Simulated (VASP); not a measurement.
# MnS (Fm-3m) in VASP: notebook, part 3 of 3

VASP 6.6.1. The steps go on from the part before.

### 5 Single point, PBEsol+U, collinear spin, ferromagnetic start

Input file INCAR:

```
SYSTEM = MnS
ALGO = Normal ; EDIFF = 1E-6
ENCUT = 520 ; GGA = PS
ISIF = 2 ; ISMEAR = 0
ISPIN = 2 ; LASPH = .True.
LCHARG = .False. ; LDAU = .True.
LDAUJ = 0.9 0 ; LDAUL = 2 -1
LDAUPRINT = 1 ; LDAUTYPE = 1
LDAUU = 4 0 ; LMAXMIX = 4
LORBIT = 11 ; LREAL = .False.
LWAVE = .False. ; MAGMOM = 5 5 0 0
NBANDS = 31 ; NELM = 150
PREC = Accurate ; SIGMA = 0.05
```

Input file KPOINTS:

```
k-points
0
Gamma
  6 6 6
  0 0 0
```

Input file POSCAR:

```
MnS
1.0
    0.0000000000      2.6122498900      2.6122498900
    5.2244997800      2.6122498900      2.6122498900
    5.2244997800      5.2244997800      0.0000000000
Mn S
2 2
Direct
    0.0000000000      0.0000000000      0.0000000000
    0.0000000000      0.0000000000      0.5000000000
    0.5000000000      0.5000000000      0.0000000000
    0.5000000000      0.5000000000      0.5000000000
```

Potentials or basis: VASP PAW PBE potentials, release 64 (Mn_pv, S).

Launch:

```console
$ cat potpaw_PBE.64/Mn_pv/POTCAR potpaw_PBE.64/S/POTCAR > POTCAR
$ mpirun -np 1 vasp_std > vasp.out
```

OUTCAR:

```text
SYSTEM = MnS
   EDIFF = 1E-6
   ENCUT = 520
   GGA = PS
   ISIF = 2
   ISMEAR = 0
   ISPIN = 2
   LASPH = .True.
   LORBIT = 11
   LREAL = .False.
   NELM = 150
   PREC = Accurate

 ion  position               nearest neighbor table
   1  0.000  0.000  0.000-   4 2.61   3 2.61   4 2.61   3 2.61   4 2.61   4 2.61
   2  0.000  0.000  0.500-   3 2.61   3 2.61   4 2.61   4 2.61   3 2.61   3 2.61
   3  0.500  0.500  0.000-   2 2.61   1 2.61   2 2.61   1 2.61   2 2.61   2 2.61
   4  0.500  0.500  0.500-   1 2.61   1 2.61   2 2.61   2 2.61   1 2.61   1 2.61

  LATTYP: Found a simple tetragonal cell.
 ALAT       =     3.6942792227
 C/A-ratio  =     1.4142135624

  Lattice vectors:

 A1 = (   0.0000000000,  -2.6122498900,   2.6122498900)
 A2 = (   0.0000000000,  -2.6122498900,  -2.6122498900)
 A3 = (   5.2244997800,   0.0000000000,   0.0000000000)

Analysis of symmetry for initial positions (statically):
=====================================================================
 Subroutine PRICEL returns following result:

  LATTYP: Found a face centered cubic cell.
 ALAT       =     5.2244997800
[... 12 lines left out ...]
 Subroutine GETGRP returns: Found 16 space group operations
 (whereof 16 operations were pure point group operations)
 out of a pool of 16 trial point group operations.

The static configuration has the point symmetry D_4h.

Analysis of symmetry for dynamics (positions and initial velocities):
=====================================================================
 Subroutine PRICEL returns following result:

  LATTYP: Found a face centered cubic cell.
 ALAT       =     5.2244997800
[... 12 lines left out ...]
 Subroutine GETGRP returns: Found 16 space group operations
 (whereof 16 operations were pure point group operations)
 out of a pool of 16 trial point group operations.

The dynamic configuration has the point symmetry D_4h.

Analysis of structural, dynamic, and magnetic symmetry:
=====================================================================
 Subroutine PRICEL returns following result:

  LATTYP: Found a face centered cubic cell.
 ALAT       =     5.2244997800
[... 12 lines left out ...]
 Subroutine GETGRP returns: Found 16 space group operations
 (whereof 16 operations were pure point group operations)
 out of a pool of 16 trial point group operations.

The overall configuration has the point symmetry D_4h.

 Subroutine INISYM returns: Found 16 space group operations
 (whereof 16 operations are pure point group operations),
 and found     2 'primitive' translations

----------------------------------------------------------------------------------------

                                     Primitive cell

  volume of cell :      35.6512

  direct lattice vectors                    reciprocal lattice vectors
    -2.612249890  2.612249890 -0.000000000    -0.191405884  0.191405884 -0.191405884
    -2.612249890  0.000000000  2.612249890    -0.191405884 -0.191405884  0.191405884
     0.000000000  2.612249890  2.612249890     0.191405884  0.191405884  0.191405884

[... 159 lines left out ...]

atom =   2  type =  1  l = 2

 onsite density matrix

spin component  1

  0.9295  0.0000  0.0000 -0.0000  0.0000
  0.0000  0.9295 -0.0000 -0.0000 -0.0000
  0.0000 -0.0000  0.9513  0.0000  0.0001
 -0.0000 -0.0000  0.0000  0.9295  0.0000
  0.0000 -0.0000  0.0001  0.0000  0.9512

spin component  2

  0.0168 -0.0000 -0.0000 -0.0000 -0.0000
 -0.0000  0.0166  0.0000  0.0000  0.0000
 -0.0000  0.0000  0.0836 -0.0000  0.0001
 -0.0000  0.0000 -0.0000  0.0168 -0.0000
 -0.0000  0.0000  0.0001 -0.0000  0.0835

 occupancies and eigenvectors

  o =  0.0166  v =  0.0000  0.0000  0.0000  0.0000  0.0000 -0.0000 -1.0000 -0.0000 -0.0000  0.0000      0.0000  0.0000  0.0000  0.0000  0.0000  0.0000  0.0000  0.0000  0.0000  0.0000
  o =  0.0168  v =  0.0000  0.0000  0.0000  0.0000  0.0000 -0.0030  0.0000  0.0000 -1.0000 -0.0000      0.0000  0.0000  0.0000  0.0000  0.0000  0.0000  0.0000  0.0000  0.0000  0.0000
  o =  0.0168  v =  0.0000  0.0000  0.0000  0.0000  0.0000  1.0000 -0.0000  0.0000 -0.0030  0.0000      0.0000  0.0000  0.0000  0.0000  0.0000  0.0000  0.0000  0.0000  0.0000  0.0000
  o =  0.0835  v =  0.0000  0.0000  0.0000  0.0000  0.0000  0.0000 -0.0000  0.5000  0.0000 -0.8660      0.0000  0.0000  0.0000  0.0000  0.0000  0.0000  0.0000  0.0000  0.0000  0.0000
  o =  0.0836  v =  0.0000  0.0000  0.0000  0.0000  0.0000 -0.0000  0.0000  0.8660  0.0000  0.5000      0.0000  0.0000  0.0000  0.0000  0.0000  0.0000  0.0000  0.0000  0.0000  0.0000
  o =  0.9295  v =  0.0000 -1.0000 -0.0000  0.0000 -0.0000  0.0000  0.0000  0.0000  0.0000  0.0000      0.0000  0.0000  0.0000  0.0000  0.0000  0.0000  0.0000  0.0000  0.0000  0.0000
  o =  0.9295  v =  1.0000  0.0000  0.0000  0.0000  0.0000  0.0000  0.0000  0.0000  0.0000  0.0000      0.0000  0.0000  0.0000  0.0000  0.0000  0.0000  0.0000  0.0000  0.0000  0.0000
  o =  0.9295  v =  0.0000 -0.0000 -0.0000 -1.0000  0.0000  0.0000  0.0000  0.0000  0.0000  0.0000      0.0000  0.0000  0.0000  0.0000  0.0000  0.0000  0.0000  0.0000  0.0000  0.0000
  o =  0.9511  v =  0.0000 -0.0000 -0.5000  0.0000  0.8660  0.0000  0.0000  0.0000  0.0000  0.0000      0.0000  0.0000  0.0000  0.0000  0.0000  0.0000  0.0000  0.0000  0.0000  0.0000
  o =  0.9513  v =  0.0000  0.0000 -0.8660 -0.0000 -0.5000  0.0000  0.0000  0.0000  0.0000  0.0000      0.0000  0.0000  0.0000  0.0000  0.0000  0.0000  0.0000  0.0000  0.0000  0.0000

 number of electron      37.9999988 magnetization      10.0000143

 Free energy of the ion-electron system (eV)
  ---------------------------------------------------
  ext. energy  EPLUGINS =         0.00000000
  ---------------------------------------------------
  free energy    TOTEN  =       -27.83566001 eV

  energy without entropy =      -27.83564276  energy(sigma->0) =      -27.83565139

 E-fermi :   6.4439     XC(G=0): -10.7356

 val. band max:        6.3432077236   @ k =   0.5000   0.0000   0.0000
 cond. band min:       6.5328279028   @ k =   0.5000   0.5000   0.0000
 fundamental gap:      0.1896201792
 Fermi energy:         6.4438873123

 spin component 1

 k-point     1 :       0.0000    0.0000    0.0000
  band No.  band energies     occupation
      1     -44.2939      1.00000
      2     -44.2897      1.00000
      3     -44.2897      1.00000
      4     -44.2868      1.00000
      5     -44.2866      1.00000
      6     -44.2866      1.00000
[... 1625 lines left out ...]
     30      14.6117      0.00000
     31      15.5979      0.00000

 [... further k-points ...]

------------------------ aborting loop because EDIFF is reached ----------------------------------------

  FORCE on cell =-STRESS in cart. coord.  units (eV):
  Direction    XX          YY          ZZ          XY          YZ          ZX
  --------------------------------------------------------------------------------------
  -------------------------------------------------------------------------------------
  Total       -0.4751619     -0.4448968     -0.4448968      0.0000000      0.0000000     -0.0000000
  in kB      -10.6769698     -9.9969081     -9.9969081      0.0000000      0.0000000     -0.0000000
  external PRESSURE =     -10.2235953 kB  Pullay stress =       0.0000000 kB

 VOLUME and BASIS-vectors are now :
 -----------------------------------------------------------------------------
  energy-cutoff  :      520.00
  volume of cell :       71.30
      direct lattice vectors                 reciprocal lattice vectors
     0.000000000  2.612249890  2.612249890    -0.191405884  0.191405884  0.191405884
     5.224499780  2.612249890  2.612249890     0.191405884 -0.191405884  0.191405884
     5.224499780  5.224499780  0.000000000     0.000000000  0.191405884 -0.191405884

 POSITION                                       TOTAL-FORCE (eV/Angst)
 -----------------------------------------------------------------------------------
      0.00000      0.00000      0.00000        -0.000000      0.000000     -0.000000
      2.61225      2.61225      0.00000        -0.000000     -0.000000      0.000000
      2.61225      2.61225      2.61225         0.000000      0.000000      0.000000
      5.22450      5.22450      2.61225        -0.000000      0.000000      0.000000
 -----------------------------------------------------------------------------------
    total drift:                                0.000000      0.000000      0.000000

  FREE ENERGIE OF THE ION-ELECTRON SYSTEM (eV)
  ---------------------------------------------------
  free  energy   TOTEN  =       -27.8356600115 eV

  energy  without entropy=      -27.8356427622  energy(sigma->0) =      -27.83565139

 total charge

# of ion       s       p       d       tot
------------------------------------------
    1        0.221   6.171   4.890  11.282
    2        0.221   6.171   4.890  11.282
    3        1.316   2.426   0.000   3.741
    4        1.316   2.426   0.000   3.741
--------------------------------------------------
tot          3.073  17.193   9.781  30.047

 magnetization (x)

# of ion       s       p       d       tot
------------------------------------------
    1        0.048   0.039   4.465   4.552
    2        0.048   0.039   4.465   4.552
    3        0.021   0.075   0.000   0.097
    4        0.021   0.075   0.000   0.097
--------------------------------------------------
tot          0.138   0.228   8.930   9.296
```

Wall time 3.6 min (1 thread of Intel Xeon Platinum 8488C (Sapphire Rapids), shared host); peak memory 0.37 GiB.

Results:

- Free energy: -27.8357 eV
- Pressure: -1.0 GPa
- Band gap on the k mesh: 0.19 eV
- Net moment: 10.00 μB per cell
- Site moments: Mn +4.55; S +0.10 μB
- Valence electrons inside the program's atomic spheres: Mn 11.28; S 3.74

Eigenvalues of the final occupation matrices:
```
    site  spin  trace               eigenvalues
site 1 d     1   4.69  0.93 0.93 0.93 0.95 0.95
site 1 d     2   0.22  0.02 0.02 0.02 0.08 0.08
site 2 d     1   4.69  0.93 0.93 0.93 0.95 0.95
site 2 d     2   0.22  0.02 0.02 0.02 0.08 0.08
```

Caveat: semilocal functionals underestimate gaps, and a narrow one can read as zero; the PAW data sets were made with another functional, which shifts forces and pressure a little; the run started ferromagnetic, and an antiferromagnetic order may lie lower in energy. The state reached can hang on the start; a lower one may exist.

### 6 The runs side by side

| potentials or basis | fixed moment (μB) | cutoff (eV) | gap on the mesh (eV) | pressure (GPa) | moment (μB) |
| --- | --- | --- | --- | --- | --- |
| VASP PAW PBE potentials, release 64 (Mn_sv, S) | - | 600 | 0.07 | -2.2 | 9.99 |
| VASP PAW PBE potentials, release 64 (Mn_pv, S) | - | 520 | 0.19 | -1.0 | 10.00 |
| VASP PAW PBE potentials, release 64 (Mn_pv, S) | 11.0 | 520 | - | 4.5 | 11.00 |

Alike in all rows: task single point; level PBEsol+U; spin collinear, ferromagnetic start; Mn d U = 4.0 eV, J = 0.9 eV; cell as given; k mesh 6 × 6 × 6; smearing gaussian 0.05 eV.

Caveats: the PAW data sets were made with another functional, which shifts forces and pressure a little; the run started ferromagnetic, and an antiferromagnetic order may lie lower in energy; semilocal functionals underestimate gaps, and a narrow one can read as zero (at least some runs); the cell stands under pressure (at least some runs); the total moment is fixed, so each spin has its own Fermi level and the state may be an excited one (at least some runs).

Total energies depend on the potentials used, so only differences within one code and one set of settings carry meaning.
